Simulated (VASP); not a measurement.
Runs of VASP 6.6.1 on LaAgO3. The structure is that of space group Pm-3m (No. 221), or close to it. The cells are those of the table. 

```csv
cell,gap on the mesh (eV),pressure (GPa)
"a = 3.967 Å, 5 atoms",none,4.2
"a = 4.142 Å, 5 atoms",none,-15.3
"a = 4.074 Å, 5 atoms",none,(b)
"a = 4.241 Å, 5 atoms",none,-21.4
"a = 4.176 Å, 5 atoms",none,-17.7
"a = 4.003 Å, 5 atoms",none,-1.0
"a = 4.209 Å, 5 atoms",none,-19.7
"a = 4.108 Å, 5 atoms",none,(a)
"a = 4.039 Å, 5 atoms",none,-5.4
```

Alike in all rows: task single point; level LDA; potentials or basis VASP PAW LDA potentials, release 64 (La, Ag, O); no spin polarisation; k mesh 6 × 6 × 6; cutoff (eV) 520; smearing fermi-dirac 0.15 eV.

Q: Estimate the missing entries.

A: (a) -12.6; (b) -9.3.

Caveats: spin-orbit coupling is left out, which moves the levels of the heavy elements.

A k mesh can miss the band edges, and the runs leave out spin-orbit coupling on Ag, La.

A gap of «none» marks levels without a gap at the run's occupations.
